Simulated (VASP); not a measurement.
# WC (P-6m2) in VASP: single point with PBE

Aim: the single point of WC with PBE.

Everything below comes from runs of VASP 6.6.1. Logs are shortened: lines on timing, memory, paths and dates and some standing lists are left out, and cuts for length are marked.

## Step 1: The cell of the first run

It takes space group P-6m2 (No. 187, hexagonal). The conventional cell has a = 2.922 Å, b = 2.922 Å, c = 2.846 Å, α = 90.00°, β = 90.00°, γ = 120.00°. Within 3.0 Å of W (site symmetry -6m2) lie 6 C at 2.21 Å and 8 W at 2.85 to 2.92 Å. C (site symmetry -6m2) has 6 W at 2.21 Å and 8 C at 2.85 to 2.92 Å within 3.0 Å.

## Step 2: Single point, PBE

File INCAR:

```
SYSTEM = WC
  PREC = Accurate
  ENCUT = 600
  EDIFF = 1E-6
  ISMEAR = 0
  SIGMA = 0.2
  LREAL = .FALSE.
  LASPH = .TRUE.
  NELM = 120
  ALGO = Normal
  ISIF = 2
  LWAVE = .FALSE.
  LCHARG = .TRUE.
  GGA = PE
  LELF = .TRUE.
  LVHAR = .TRUE.
  NBANDS = 16
  GGA_COMPAT = .FALSE.
```

File KPOINTS:

```
regular mesh
0
G
  30 30 26
  0 0 0
```

File POSCAR:

```
WC
1.0
    2.9223378036      0.0000000000      0.0000000000
   -1.4611689018      2.5308187763      0.0000000000
    0.0000000000      0.0000000000      2.8463243968
W C
1 1
Direct
    0.0000000000      0.0000000000      0.0000000000
    0.3333333333      0.6666666667      0.5000000000
```

Potentials or basis: VASP PAW PBE potentials, release 64 (W_sv, C).

Command:

```console
$ cat potpaw_PBE.64/W_sv/POTCAR potpaw_PBE.64/C/POTCAR > POTCAR
$ mpirun -np 1 vasp_std > vasp.out
```

OUTCAR:

```text
SYSTEM = WC
   PREC = Accurate
   ENCUT = 600
   EDIFF = 1E-6
   ISMEAR = 0
   LREAL = .FALSE.
   LASPH = .TRUE.
   NELM = 120
   ISIF = 2
   GGA = PE

 ion  position               nearest neighbor table
   1  0.000  0.000  0.000-   2 2.21   2 2.21   2 2.21   2 2.21   2 2.21   2 2.21
   2  0.333  0.667  0.500-   1 2.21   1 2.21   1 2.21   1 2.21   1 2.21   1 2.21

  LATTYP: Found a hexagonal cell.
 ALAT       =     2.9223378036
 C/A-ratio  =     0.9739888364

  Lattice vectors:

 A1 = (   2.9223378036,   0.0000000000,   0.0000000000)
 A2 = (  -1.4611689018,   2.5308187763,   0.0000000000)
 A3 = (   0.0000000000,   0.0000000000,   2.8463243968)

Analysis of symmetry for initial positions (statically):
=====================================================================
 Subroutine PRICEL returns:
 Original cell was already a primitive cell.

 Routine SETGRP: Setting up the symmetry group for a
 hexagonal supercell.

 Subroutine GETGRP returns: Found 12 space group operations
 (whereof 12 operations were pure point group operations)
 out of a pool of 24 trial point group operations.

The static configuration has the point symmetry D_3h.

Analysis of symmetry for dynamics (positions and initial velocities):
=====================================================================
 Subroutine PRICEL returns:
 Original cell was already a primitive cell.

 Routine SETGRP: Setting up the symmetry group for a
 hexagonal supercell.

 Subroutine GETGRP returns: Found 12 space group operations
 (whereof 12 operations were pure point group operations)
 out of a pool of 24 trial point group operations.

The dynamic configuration has the point symmetry D_3h.

 Subroutine INISYM returns: Found 12 space group operations
 (whereof 12 operations are pure point group operations),
 and found     1 'primitive' translations

----------------------------------------------------------------------------------------

                                     Primitive cell

  volume of cell :      21.0512

  direct lattice vectors                    reciprocal lattice vectors
     2.922337804  0.000000000  0.000000000     0.342191789  0.197564521  0.000000000
    -1.461168902  2.530818776  0.000000000     0.000000000  0.395129043  0.000000000
     0.000000000  0.000000000  2.846324397     0.000000000  0.000000000  0.351330299

  length of vectors
     2.922337804  2.922337804  2.846324397     0.395129043  0.395129043  0.351330299

  position of ions in fractional coordinates (direct lattice)
     0.000000000  0.000000000  0.000000000
     0.333333333  0.666666667  0.500000000

  ion indices of the primitive-cell ions
   primitive index   ion index
                 1           1
                 2           2

----------------------------------------------------------------------------------------

 KPOINTS: regular mesh

Automatic generation of k-mesh.
 Grid dimensions read from file:
 generate k-points for:   30   30   26

 Generating k-lattice:

  Cartesian coordinates                     Fractional coordinates (reciprocal lattice)
     0.011406393  0.006585484  0.000000000     0.033333333  0.000000000  0.000000000
     0.000000000  0.013170968  0.000000000     0.000000000  0.033333333  0.000000000
     0.000000000  0.000000000  0.013512704     0.000000000  0.000000000  0.038461538

  Length of vectors
     0.013170968  0.013170968  0.013512704

  Shift w.r.t. Gamma in fractional coordinates (k-lattice)
     0.000000000  0.000000000  0.000000000

 Subroutine IBZKPT returns following result:
 ===========================================

 Found   1274 irreducible k-points:

 Following reciprocal coordinates:
            Coordinates               Weight
  0.000000  0.000000  0.000000      1.000000
  0.033333  0.000000  0.000000      6.000000
  0.066667 -0.000000  0.000000      6.000000
  0.100000  0.000000  0.000000      6.000000
  0.133333 -0.000000  0.000000      6.000000
  0.166667 -0.000000  0.000000      6.000000
[... 16 lines left out ...]
  0.233333  0.033333  0.000000     12.000000
  0.266667  0.033333  0.000000     12.000000
 [... further k-points ...]
   k-points           NKPTS =   1274   k-points in BZ     NKDIM =   1274   number of bands    NBANDS=     16
   number of dos      NEDOS =    301   number of ions     NIONS =      2
   total plane-waves  NPLWV =  13824
   dimension x,y,z NGX =    24 NGY =   24 NGZ =   24
   dimension x,y,z NGXF=    48 NGYF=   48 NGZF=   48
   ions per type =               1   1
   NGX,Y,Z   is equivalent  to a cutoff of  13.65, 13.65, 14.02 a.u.
   NGXF,Y,Z  is equivalent  to a cutoff of  27.31, 27.31, 28.04 a.u.
 SYSTEM =  WC
   PREC   = accura    normal or accurate (medium, high low for compatibility)
   ISTART =      0    job   : 0-new  1-cont  2-samecut
   ICHARG =      2    charge: 1-file 2-atom 10-const
   ISPIN  =      1    spin polarized calculation?
   LNONCOLLINEAR =      F non collinear calculations
   LSORBIT =      F    spin-orbit coupling
   LASPH  =      T    aspherical Exc in radial PAW
   ENCUT  =  600.0 eV  44.10 Ry    6.64 a.u.   5.84  5.84  5.68*2*pi/ulx,y,z
   NELM   =    120;   NELMIN=  2; NELMDL= -5     # of ELM steps
   EDIFF  = 0.1E-05   stopping-criterion for ELM
   LREAL  =      F    real-space projection
   EDIFFG = 0.1E-04   stopping-criterion for IOM
   NSW    =      0    number of steps for IOM
   IBRION =     -1    ionic relax: 0-MD 1-quasi-New 2-CG
   NFREE  =      0    steps in history (QN), initial steepest desc. (CG)
   ISIF   =      2    stress and relaxation
   ISYM   =      2    0-nonsym 1-usesym 2-fastsym
   POTIM  = 0.5000    time-step for ionic-motion
   TEBEG  =    0.0;   TEEND  =   0.0 temperature during run
   PSTRESS=    0.0 pullay stress
   NELECT =      18.0000    total number of electrons
   NUPDOWN=      -1.0000    fix difference up-down
   EMIN   =  10.00;   EMAX   =-10.00  energy-range for DOS
   EFERMI =   0.00;   METHOD = LEGACY
   ISMEAR =     0;   SIGMA  =   0.20  broadening in eV -4-tet -1-fermi 0-gaus
   EFERMI_NEDOS =   21; number of points for ismear=-14 and -15
   IALGO  =     38    algorithm
   IMIX   =      4    mixing-type and parameters
     AMIX     =   0.40;   BMIX     =  1.00
     AMIX_MAG =   1.60;   BMIX_MAG =  1.00
  volume/ion in A,a.u.               =      10.53        71.03
  Fermi-wavevector in a.u.,A,eV,Ry     =   1.553843  2.936337 32.850275  2.414427
  Thomas-Fermi vector in A             =   2.658015
   LORBIT       =      0    0 simple, 1 ext, 2 COOP (PROOUT), +10 PAW based schemes
   GGA     = PE    functional components
   LHFCALC =     F    Hartree Fock is set to
   AEXX    =    0.0000 exact exchange contribution
   IVDW    =     0    specifies the selected vdW correction
   LEPSILON=     F    determine dielectric tensor
   LRPA    =     F    only Hartree local field effects (RPA)
 non-spin polarized calculation
 Gauss-broadening in eV      SIGMA  =   0.20
  energy-cutoff  :      600.00
  volume of cell :       21.05
 maximum number of plane-waves:       720
 NGX is ok and might be reduce to    24
   NGX = 11   NGY = 11   NGZ = 11

 number of electron      18.0000000 magnetization

 Free energy of the ion-electron system (eV)
  ---------------------------------------------------
  ext. energy  EPLUGINS =         0.00000000
  ---------------------------------------------------
  free energy    TOTEN  =       -22.45287916 eV

  energy without entropy =      -22.44696325  energy(sigma->0) =      -22.44992121

 E-fermi :  10.8781     XC(G=0): -13.7199

 val. band max:       10.8697339319   @ k =   0.0333   0.0000   0.0385
 cond. band min:      10.8800493824   @ k =   0.1333  -0.0000   0.4615
 fundamental gap:      0.0103154505
 Fermi energy:        10.8781229316

 k-point     1 :       0.0000    0.0000    0.0000
  band No.  band energies     occupation
      1     -63.1586      2.00000
      2     -27.1353      2.00000
      3     -27.0447      2.00000
      4     -27.0447      2.00000
      5      -3.4663      2.00000
      6       6.6461      2.00000
[... 8 lines left out ...]
     15      25.0921      0.00000
     16      27.4677      0.00000

 k-point     2 :       0.0333    0.0000    0.0000
  band No.  band energies     occupation
      1     -63.1580      2.00000
      2     -27.1342      2.00000
      3     -27.0536      2.00000
      4     -27.0468      2.00000
      5      -3.4374      2.00000
      6       6.6581      2.00000
[... 8 lines left out ...]
     15      25.0187      0.00000
     16      27.5290      0.00000

 k-point     3 :       0.0667   -0.0000    0.0000
  band No.  band energies     occupation
      1     -63.1563      2.00000
      2     -27.1308      2.00000
      3     -27.0797      2.00000
      4     -27.0527      2.00000
      5      -3.3516      2.00000
      6       6.6827      2.00000
[... 8 lines left out ...]
     15      24.8483      0.00000
     16      27.7102      0.00000

 k-point     4 :       0.1000    0.0000    0.0000
  band No.  band energies     occupation
      1     -63.1535      2.00000
      2     -27.1254      2.00000
      3     -27.1218      2.00000
      4     -27.0622      2.00000
      5      -3.2112      2.00000
      6       6.6692      2.00000
[... 8 lines left out ...]
     15      24.6632      0.00000
     16      28.0036      0.00000

 k-point     5 :       0.1333   -0.0000    0.0000
  band No.  band energies     occupation
      1     -63.1497      2.00000
      2     -27.1777      2.00000
      3     -27.1182      2.00000
      4     -27.0750      2.00000
      5      -3.0201      2.00000
      6       6.5267      2.00000
[... 8 lines left out ...]
     15      24.5193      0.00000
     16      28.3974      0.00000

 k-point     6 :       0.1667   -0.0000    0.0000
  band No.  band energies     occupation
      1     -63.1451      2.00000
      2     -27.2446      2.00000
      3     -27.1094      2.00000
      4     -27.0904      2.00000
      5      -2.7836      2.00000
      6       6.2580      2.00000
[... 8 lines left out ...]
     15      24.4525      0.00000
     16      28.8763      0.00000

 k-point     7 :       0.2000    0.0000    0.0000
  band No.  band energies     occupation
      1     -63.1400      2.00000
      2     -27.3195      2.00000
      3     -27.1078      2.00000
      4     -27.0995      2.00000
      5      -2.5084      2.00000
      6       5.9340      2.00000
[... 8 lines left out ...]
     15      24.4930      0.00000
     16      29.2013      0.00000

 k-point     8 :       0.2333    0.0000    0.0000
  band No.  band energies     occupation
      1     -63.1345      2.00000
      2     -27.3987      2.00000
      3     -27.1263      2.00000
      4     -27.0888      2.00000
      5      -2.2023      2.00000
      6       5.5956      2.00000
[... 8 lines left out ...]
     15      24.6669      0.00000
     16      29.0563      0.00000

 k-point     9 :       0.2667   -0.0000    0.0000
  band No.  band energies     occupation
      1     -63.1288      2.00000
      2     -27.4787      2.00000
      3     -27.1451      2.00000
      4     -27.0779      2.00000
      5      -1.8747      2.00000
      6       5.2640      2.00000
[... 8 lines left out ...]
     15      24.9798      0.00000
     16      28.7201      0.00000
[... 172 lines left out ...]
 k-point    19 :       0.1000    0.0333    0.0000
  band No.  band energies     occupation
      1     -63.1513      2.00000
      2     -27.1536      2.00000
      3     -27.1212      2.00000
      4     -27.0703      2.00000
      5      -3.1011      2.00000
      6       6.6037      2.00000
[... 8 lines left out ...]
     15      24.5713      0.00000
     16      28.2054      0.00000

 k-point    20 :       0.1333    0.0333    0.0000
  band No.  band energies     occupation
      1     -63.1471      2.00000
      2     -27.2146      2.00000
      3     -27.1132      2.00000
      4     -27.0847      2.00000
      5      -2.8872      2.00000
      6       6.3840      2.00000
[... 8 lines left out ...]
     15      24.4726      0.00000
     16      28.6206      0.00000

 k-point    21 :       0.1667    0.0333    0.0000
  band No.  band energies     occupation
      1     -63.1423      2.00000
      2     -27.2850      2.00000
      3     -27.1039      2.00000
      4     -27.1016      2.00000
      5      -2.6311      2.00000
      6       6.0822      2.00000
[... 8 lines left out ...]
     15      24.4633      0.00000
     16      29.0787      0.00000

 k-point    22 :       0.2000    0.0333    0.0000
  band No.  band energies     occupation
      1     -63.1369      2.00000
      2     -27.3615      2.00000
      3     -27.1200      2.00000
      4     -27.0936      2.00000
      5      -2.3401      2.00000
      6       5.7512      2.00000
[... 8 lines left out ...]
     15      24.5723      0.00000
     16      29.0949      0.00000

 k-point    23 :       0.2333    0.0333    0.0000
  band No.  band energies     occupation
      1     -63.1314      2.00000
      2     -27.4406      2.00000
      3     -27.1392      2.00000
      4     -27.0828      2.00000
      5      -2.0227      2.00000
      6       5.4182      2.00000
[... 8 lines left out ...]
     15      24.8192      0.00000
     16      29.0148      0.00000

 k-point    24 :       0.2667    0.0333    0.0000
  band No.  band energies     occupation
      1     -63.1258      2.00000
      2     -27.5188      2.00000
      3     -27.1584      2.00000
      4     -27.0720      2.00000
      5      -1.6888      2.00000
      6       5.0985      2.00000
[... 8 lines left out ...]
     15      25.1879      0.00000
     16      28.3383      0.00000

 [... further k-points ...]

------------------------ aborting loop because EDIFF is reached ----------------------------------------

  FORCE on cell =-STRESS in cart. coord.  units (eV):
  Direction    XX          YY          ZZ          XY          YZ          ZX
  --------------------------------------------------------------------------------------
  -------------------------------------------------------------------------------------
  Total        0.1152849      0.1152849      0.1524123      0.0000000      0.0000000      0.0000000
  in kB        8.7741914      8.7741914     11.5999127      0.0000000      0.0000000      0.0000000
  external PRESSURE =       9.7160985 kB  Pullay stress =       0.0000000 kB

 VOLUME and BASIS-vectors are now :
 -----------------------------------------------------------------------------
  energy-cutoff  :      600.00
  volume of cell :       21.05
      direct lattice vectors                 reciprocal lattice vectors
     2.922337804  0.000000000  0.000000000     0.342191789  0.197564521  0.000000000
    -1.461168902  2.530818776  0.000000000     0.000000000  0.395129043  0.000000000
     0.000000000  0.000000000  2.846324397     0.000000000  0.000000000  0.351330299

 POSITION                                       TOTAL-FORCE (eV/Angst)
 -----------------------------------------------------------------------------------
      0.00000      0.00000      0.00000         0.000000      0.000000      0.000000
     -0.00000      1.68721      1.42316        -0.000000      0.000000      0.000000
 -----------------------------------------------------------------------------------
    total drift:                               -0.000000      0.000000     -0.000000

  FREE ENERGIE OF THE ION-ELECTRON SYSTEM (eV)
  ---------------------------------------------------
  free  energy   TOTEN  =       -22.4528791617 eV

  energy  without entropy=      -22.4469632489  energy(sigma->0) =      -22.44992121
```

Run time: 9.2 min. Hardware: 1 thread of Oxide Virtual Turin-like, shared host; peak memory 0.55 GiB.

What came out:

```
Free energy            : -22.4529 eV
Pressure               : 1.0 GPa
Band gap on the k mesh : zero (bands 9 and 10 overlap by 1.31 eV)
```

Levels at points of the mesh, in eV from the Fermi level:
```csv
k point,band 5,band 6,band 7,band 8,band 9,band 10,band 11,band 12,band 13,band 14
"(0.00, 0.00, 0.00)",-14.34,-4.23,-3.29,-3.29,0.10,3.17,3.17,5.55,5.55,6.26
"(0.50, 0.00, 0.00)",-11.05,-6.97,-3.54,-3.51,-0.48,2.31,4.43,4.77,6.78,9.56
"(0.00, 0.00, 0.50)",-10.39,-8.56,-2.00,-2.00,-0.57,-0.57,3.64,4.47,4.47,9.88
"(0.50, 0.00, 0.50)",-11.21,-6.37,-4.26,-4.16,0.26,4.33,5.20,6.50,9.03,9.94
```

Caveat: spin-orbit coupling is left out, which moves the levels of the heavy elements.
